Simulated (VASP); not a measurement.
# MgAg2SnSe4 (I-4) in VASP: single point with r2SCAN

Aim: the single point of MgAg2SnSe4 with r2SCAN.

Program: VASP 6.6.1. These are calculated values, not measurements. Logs are shortened: lines on timing, memory, paths and dates and some standing lists are left out, and cuts for length are marked.

### 1 The cell of the first run

It takes space group I-4 (No. 82, tetragonal). The conventional cell has a = 6.161 Å, b = 6.161 Å, c = 11.900 Å, α = 90.00°, β = 90.00°, γ = 90.00°. Ag (site symmetry -4) has 4 Se at 2.70 Å within 3.6 Å. Ag (site symmetry -4) has 4 Se at 2.67 Å within 3.5 Å. Mg (site symmetry -4) has 4 Se at 2.60 Å within 3.4 Å. Within 3.4 Å of Sn (site symmetry -4) lie 4 Se at 2.58 Å. Within 3.4 Å of Se (site symmetry 1) lie 1 Sn at 2.58 Å and 1 Mg at 2.60 Å and 2 Ag at 2.67 to 2.70 Å.

### 2 Single point, r2SCAN (28.23 Å³/atom)

POSCAR

```
MgAg2SnSe4
1.0
   -3.0806880846      3.0806880846      5.9500237138
    3.0806880846     -3.0806880846      5.9500237138
    3.0806880846      3.0806880846     -5.9500237138
Ag Mg Sn Se
2 1 1 4
Direct
    0.0000000000      0.0000000000      0.0000000000
    0.7500000000      0.2500000000      0.5000000000
    0.2500000000      0.7500000000      0.5000000000
    0.5000000000      0.5000000000      0.0000000000
    0.1379516811      0.6216004539      1.0100537781
    0.3783995461      0.3884533241      0.5163512272
    0.6115466759      0.1278979031     -0.0100537781
    0.8721020969      0.8620483189      0.4836487728
```

INCAR.step1

```
PREC     = Accurate       # precision mode
ENCUT    = 520            # plane-wave cutoff, eV
ISMEAR   = 0              # smearing method
SIGMA    = 0.01           # smearing width, eV
LREAL    = False          # projectors in reciprocal space
LASPH    = True           # aspherical terms in the spheres
NELM     = 100            # most SCF steps
NBANDS   = 41             # bands
GGA      = PE             # functional
ALGO     = Normal         # electronic algorithm
EDIFF    = 1E-4           # SCF threshold, eV
LWAVE    = True           # write WAVECAR
LCHARG   = False          # write CHGCAR
```

INCAR.step2

```
PREC     = Accurate       # precision mode
ENCUT    = 520            # plane-wave cutoff, eV
EDIFF    = 1E-6           # SCF threshold, eV
ISMEAR   = 0              # smearing method
SIGMA    = 0.01           # smearing width, eV
LREAL    = False          # projectors in reciprocal space
LASPH    = True           # aspherical terms in the spheres
NELM     = 100            # most SCF steps
ALGO     = Normal         # electronic algorithm
ISIF     = 2              # what is computed and relaxed
LWAVE    = False          # write WAVECAR
LCHARG   = False          # write CHGCAR
METAGGA  = R2SCAN         # meta-GGA
LMIXTAU  = True         
NBANDS   = 41             # bands
ISTART   = 1
```

KPOINTS

```
regular mesh
0
Gamma
  6 6 6
```

Potentials or basis: VASP PAW PBE potentials, release 64 (Ag, Mg, Sn_d, Se).

Command:

```sh
cat potpaw_PBE.64/Ag/POTCAR potpaw_PBE.64/Mg/POTCAR potpaw_PBE.64/Sn_d/POTCAR potpaw_PBE.64/Se/POTCAR > POTCAR
cp INCAR.step1 INCAR
mpirun -np 1 vasp_std > vasp.out
cp INCAR.step2 INCAR
mpirun -np 1 vasp_std > vasp.out
```

OUTCAR:

```text
PREC = Accurate
   ENCUT = 520
   EDIFF = 1E-6
   ISMEAR = 0
   LREAL = False
   LASPH = True
   NELM = 100
   ISIF = 2
   METAGGA = R2SCAN
   ISTART = 1

 ion  position               nearest neighbor table
   1  0.000  0.000  0.000-   7 2.70   8 2.70   6 2.70   5 2.70
   2  0.750  0.250  0.500-   6 2.67   8 2.67   5 2.67   7 2.67
   3  0.250  0.750  0.500-   5 2.60   7 2.60   6 2.60   8 2.60
   4  0.500  0.500  0.000-   7 2.58   8 2.58   6 2.58   5 2.58
   5  0.138  0.622  0.010-   4 2.58   3 2.60   2 2.67   1 2.70
   6  0.378  0.388  0.516-   4 2.58   3 2.60   2 2.67   1 2.70
   7  0.612  0.128  0.990-   4 2.58   3 2.60   2 2.67   1 2.70
   8  0.872  0.862  0.484-   4 2.58   3 2.60   2 2.67   1 2.70

  LATTYP: Found a body centered tetragonal cell.
 ALAT       =     6.1613761692
 C/A-ratio  =     1.9313943997

  Lattice vectors:

 A1 = (  -3.0806880846,   3.0806880846,   5.9500237138)
 A2 = (   3.0806880846,  -3.0806880846,   5.9500237138)
 A3 = (   3.0806880846,   3.0806880846,  -5.9500237138)

Analysis of symmetry for initial positions (statically):
=====================================================================
 Subroutine PRICEL returns:
 Original cell was already a primitive cell.

 Routine SETGRP: Setting up the symmetry group for a
 body centered tetragonal supercell.

 Subroutine GETGRP returns: Found  4 space group operations
 (whereof  4 operations were pure point group operations)
 out of a pool of 16 trial point group operations.

The static configuration has the point symmetry S_4 .

Analysis of symmetry for dynamics (positions and initial velocities):
=====================================================================
 Subroutine PRICEL returns:
 Original cell was already a primitive cell.

 Routine SETGRP: Setting up the symmetry group for a
 body centered tetragonal supercell.

 Subroutine GETGRP returns: Found  4 space group operations
 (whereof  4 operations were pure point group operations)
 out of a pool of 16 trial point group operations.

The dynamic configuration has the point symmetry S_4 .

 Subroutine INISYM returns: Found  4 space group operations
 (whereof  4 operations are pure point group operations),
 and found     1 'primitive' translations

----------------------------------------------------------------------------------------

                                     Primitive cell

  volume of cell :     225.8781

  direct lattice vectors                    reciprocal lattice vectors
    -3.080688085  3.080688085  5.950023714     0.000000000  0.162301404  0.084033279
     3.080688085 -3.080688085  5.950023714     0.162301404  0.000000000  0.084033279
     3.080688085  3.080688085 -5.950023714     0.162301404  0.162301404  0.000000000

  length of vectors
     7.374554925  7.374554925  7.374554925     0.182765800  0.182765800  0.229528846

  position of ions in fractional coordinates (direct lattice)
     0.000000000  0.000000000  0.000000000
     0.750000000  0.250000000  0.500000000
     0.250000000  0.750000000  0.500000000
     0.500000000  0.500000000  0.000000000
     0.137951681  0.621600454  0.010053778
     0.378399546  0.388453324  0.516351227
     0.611546676  0.127897903  0.989946222
     0.872102097  0.862048319  0.483648773

  ion indices of the primitive-cell ions
   primitive index   ion index
                 1           1
                 2           2
                 3           3
                 4           4
                 5           5
                 6           6
                 7           7
                 8           8

----------------------------------------------------------------------------------------

 KPOINTS: regular mesh

Automatic generation of k-mesh.
 Grid dimensions read from file:
 generate k-points for:    6    6    6

 Generating k-lattice:

  Cartesian coordinates                     Fractional coordinates (reciprocal lattice)
     0.000000000  0.027050234  0.014005546     0.166666667  0.000000000  0.000000000
     0.027050234  0.000000000  0.014005546     0.000000000  0.166666667  0.000000000
     0.027050234  0.027050234  0.000000000     0.000000000  0.000000000  0.166666667

  Length of vectors
     0.030460967  0.030460967  0.038254808

  Shift w.r.t. Gamma in fractional coordinates (k-lattice)
     0.000000000  0.000000000  0.000000000

 Subroutine IBZKPT returns following result:
 ===========================================

 Found     36 irreducible k-points:

 Following reciprocal coordinates:
            Coordinates               Weight
  0.000000  0.000000  0.000000      1.000000
  0.166667 -0.000000  0.000000      8.000000
  0.333333  0.000000  0.000000      8.000000
  0.500000 -0.000000  0.000000      4.000000
  0.166667  0.166667  0.000000      8.000000
  0.333333  0.166667  0.000000      8.000000
[... 16 lines left out ...]
  0.333333 -0.333333  0.166667      4.000000
 -0.166667  0.333333  0.166667      8.000000
 [... further k-points ...]
   k-points           NKPTS =     36   k-points in BZ     NKDIM =     36   number of bands    NBANDS=     41
   number of dos      NEDOS =    301   number of ions     NIONS =      8
   total plane-waves  NPLWV = 175616
   dimension x,y,z NGX =    56 NGY =   56 NGZ =   56
   dimension x,y,z NGXF=   112 NGYF=  112 NGZF=  112
   ions per type =               2   1   1   4
   NGX,Y,Z   is equivalent  to a cutoff of  12.62, 12.62, 12.62 a.u.
   NGXF,Y,Z  is equivalent  to a cutoff of  25.25, 25.25, 25.25 a.u.
 SYSTEM =  unknown system
   PREC   = accura    normal or accurate (medium, high low for compatibility)
   ISTART =      1    job   : 0-new  1-cont  2-samecut
   ICHARG =      0    charge: 1-file 2-atom 10-const
   ISPIN  =      1    spin polarized calculation?
   LNONCOLLINEAR =      F non collinear calculations
   LSORBIT =      F    spin-orbit coupling
   LASPH  =      T    aspherical Exc in radial PAW
   ENCUT  =  520.0 eV  38.22 Ry    6.18 a.u.  13.71 13.71 13.71*2*pi/ulx,y,z
   NELM   =    100;   NELMIN=  2; NELMDL=  0     # of ELM steps
   EDIFF  = 0.1E-05   stopping-criterion for ELM
   LREAL  =      F    real-space projection
   EDIFFG = 0.1E-04   stopping-criterion for IOM
   NSW    =      0    number of steps for IOM
   IBRION =     -1    ionic relax: 0-MD 1-quasi-New 2-CG
   NFREE  =      0    steps in history (QN), initial steepest desc. (CG)
   ISIF   =      2    stress and relaxation
   ISYM   =      2    0-nonsym 1-usesym 2-fastsym
   POTIM  = 0.5000    time-step for ionic-motion
   TEBEG  =    0.0;   TEEND  =   0.0 temperature during run
   PSTRESS=    0.0 pullay stress
   NELECT =      62.0000    total number of electrons
   NUPDOWN=      -1.0000    fix difference up-down
   EMIN   =  10.00;   EMAX   =-10.00  energy-range for DOS
   EFERMI =   0.00;   METHOD = LEGACY
   ISMEAR =     0;   SIGMA  =   0.01  broadening in eV -4-tet -1-fermi 0-gaus
   EFERMI_NEDOS =   21; number of points for ismear=-14 and -15
   IALGO  =     38    algorithm
   IMIX   =      4    mixing-type and parameters
     AMIX     =   0.40;   BMIX     =  1.00
     AMIX_MAG =   1.60;   BMIX_MAG =  1.00
  volume/ion in A,a.u.               =      28.23       190.54
  Fermi-wavevector in a.u.,A,eV,Ry     =   1.063932  2.010541 15.401142  1.131952
  Thomas-Fermi vector in A             =   2.199434
   LORBIT       =      0    0 simple, 1 ext, 2 COOP (PROOUT), +10 PAW based schemes
   METAGGA = R2SCAN    functional components
   LHFCALC =     F    Hartree Fock is set to
   AEXX    =    0.0000 exact exchange contribution
   IVDW    =     0    specifies the selected vdW correction
   LEPSILON=     F    determine dielectric tensor
   LRPA    =     F    only Hartree local field effects (RPA)
 non-spin polarized calculation
 Gauss-broadening in eV      SIGMA  =   0.01
  energy-cutoff  :      520.00
  volume of cell :      225.88
 maximum number of plane-waves:      6118
   NGX = 27   NGY = 27   NGZ = 27

 number of electron      62.0000006 magnetization

 Free energy of the ion-electron system (eV)
  ---------------------------------------------------
  ext. energy  EPLUGINS =         0.00000000
  ---------------------------------------------------
  free energy    TOTEN  =      -133.55744514 eV

  energy without entropy =     -133.55744514  energy(sigma->0) =     -133.55744514

 E-fermi :   2.3734     XC(G=0):  -9.1724

 val. band max:        2.3140416858   @ k =   0.0000   0.0000   0.0000
 cond. band min:       2.9781298953   @ k =   0.0000   0.0000   0.0000
 fundamental gap:      0.6640882095
 Fermi energy:         2.3733925811

 k-point     1 :       0.0000    0.0000    0.0000
  band No.  band energies     occupation
      1     -20.0657      2.00000
      2     -20.0633      2.00000
      3     -20.0632      2.00000
      4     -19.9932      2.00000
      5     -19.9883      2.00000
      6     -11.2528      2.00000
[... 33 lines left out ...]
     40       7.9847      0.00000
     41       8.8372      0.00000

 k-point     2 :       0.1667   -0.0000    0.0000
  band No.  band energies     occupation
      1     -20.0658      2.00000
      2     -20.0633      2.00000
      3     -20.0632      2.00000
      4     -19.9932      2.00000
      5     -19.9883      2.00000
      6     -11.2048      2.00000
[... 33 lines left out ...]
     40       8.3227      0.00000
     41       8.6568      0.00000

 k-point     3 :       0.3333    0.0000    0.0000
  band No.  band energies     occupation
      1     -20.0658      2.00000
      2     -20.0633      2.00000
      3     -20.0632      2.00000
      4     -19.9931      2.00000
      5     -19.9883      2.00000
      6     -11.0871      2.00000
[... 875 lines left out ...]
      2     -20.0633      2.00000
      3     -20.0632      2.00000
      4     -19.9931      2.00000
      5     -19.9882      2.00000
      6     -10.9905      2.00000
[... 33 lines left out ...]
     40       8.6938      0.00000
     41       8.9998      0.00000

 k-point    24 :      -0.1667    0.3333    0.1667
  band No.  band energies     occupation
      1     -20.0658      2.00000
      2     -20.0633      2.00000
      3     -20.0632      2.00000
      4     -19.9931      2.00000
      5     -19.9882      2.00000
      6     -11.0087      2.00000
[... 33 lines left out ...]
     40       8.5054      0.00000
     41       8.6420      0.00000

 [... further k-points ...]

------------------------ aborting loop because EDIFF is reached ----------------------------------------

  FORCE on cell =-STRESS in cart. coord.  units (eV):
  Direction    XX          YY          ZZ          XY          YZ          ZX
  --------------------------------------------------------------------------------------
  -------------------------------------------------------------------------------------
  Total       -2.1622935     -2.1622935     -2.1533062     -0.0000005      0.0000000      0.0000000
  in kB      -15.3373767    -15.3373767    -15.2736285     -0.0000034      0.0000000      0.0000000
  external PRESSURE =     -15.3161273 kB  Pullay stress =       0.0000000 kB

 VOLUME and BASIS-vectors are now :
 -----------------------------------------------------------------------------
  energy-cutoff  :      520.00
  volume of cell :      225.88
      direct lattice vectors                 reciprocal lattice vectors
    -3.080688085  3.080688085  5.950023714     0.000000000  0.162301404  0.084033279
     3.080688085 -3.080688085  5.950023714     0.162301404  0.000000000  0.084033279
     3.080688085  3.080688085 -5.950023714     0.162301404  0.162301404  0.000000000

 POSITION                                       TOTAL-FORCE (eV/Angst)
 -----------------------------------------------------------------------------------
      0.00000      0.00000      0.00000        -0.000000     -0.000000     -0.000000
      0.00000      3.08069      2.97501        -0.000000     -0.000000      0.000000
      3.08069      0.00000      2.97501         0.000000     -0.000000      0.000000
      0.00000      0.00000      5.95002         0.000000     -0.000000      0.000000
      1.52094     -1.45900      4.45953        -0.044568      0.061189      0.033620
      1.62169      1.55974      1.49049         0.061189      0.044568     -0.033620
      1.55974      4.53969     -1.49049         0.044568     -0.061189      0.033620
      1.45900      1.52094      7.44051        -0.061189     -0.044568     -0.033620
 -----------------------------------------------------------------------------------
    total drift:                                0.000077      0.000076      0.000037

  FREE ENERGIE OF THE ION-ELECTRON SYSTEM (eV)
  ---------------------------------------------------
  free  energy   TOTEN  =      -133.5574451361 eV

  energy  without entropy=     -133.5574451361  energy(sigma->0) =     -133.55744514
```

Run time: 61 min. Hardware: 1 thread of Intel Xeon 8259CL, shared host; peak memory 0.72 GiB.

Results:

```
Free energy            : -133.5574 eV
Pressure               : -1.5 GPa
Largest force          : 0.083 eV/Å
Band gap on the k mesh : 0.66 eV
```

Forces in eV/Å, atoms in the order of the input:
```
Ag   0.000  0.000  0.000
Ag   0.000  0.000  0.000
Mg   0.000  0.000  0.000
Sn   0.000  0.000  0.000
Se  -0.045  0.061  0.034
Se   0.061  0.045 -0.034
Se   0.045 -0.061  0.034
Se  -0.061 -0.045 -0.034
```

Levels at points of the mesh, in eV from the valence-band top:
```csv
k point,band 29,band 30,band 31,band 32,band 33,band 34
"(0.00, 0.00, 0.00)",-0.17,-0.17,0.00,0.66,2.76,3.60
"(0.50, 0.00, 0.00)",-1.00,-0.86,-0.32,2.01,3.72,3.75
"(0.50, 0.50, 0.00)",-0.60,-0.37,-0.33,1.26,3.26,3.32
"(0.50, 0.50, 0.50)",-1.07,-0.73,-0.73,1.88,2.94,2.94
```

Caveat: the PAW data sets were made with another functional, which shifts forces and pressure a little; spin-orbit coupling is left out, which moves the levels of the heavy elements.
